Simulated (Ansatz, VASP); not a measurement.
## One calculation of Mg, two programs

```
Mg
1.0
     0.00000    2.27379    2.27379
     2.27379    0.00000    2.27379
     2.27379    2.27379    0.00000
Mg
1
Direct
  0.00000 0.00000 0.00000
```

Change from the starting cell: volume scaled by 1.04, PAW files.

Alike in both runs: task electric field gradients; functional PBE; k mesh 16 × 16 × 16; occupations fermi-dirac, width 0.03 eV; no spin polarisation.

|  | VASP | Ansatz |
| --- | --- | --- |
| version | VASP 6.6.1 | Ansatz 0.2.0 |
| potentials or method | VASP PAW PBE potentials, release 64 (Mg) | PAW with Ansatz's default frozen-core files, scalar-relativistic |
| plane-wave cutoff (eV) | 520 | 420 |
| valence electrons in the cell | 2 | 10 |

Ansatz gave:

- pressure (GPa): -0.6

Problem. What did VASP give for the same quantities?

Solution. Pressure (GPa): -0.7.

With one functional, cell and mesh, what is left measures potentials, basis and numerics. VASP's potentials hold 2 valence electrons a cell and Ansatz's 10, so a difference there can come from the potentials and not from the codes.
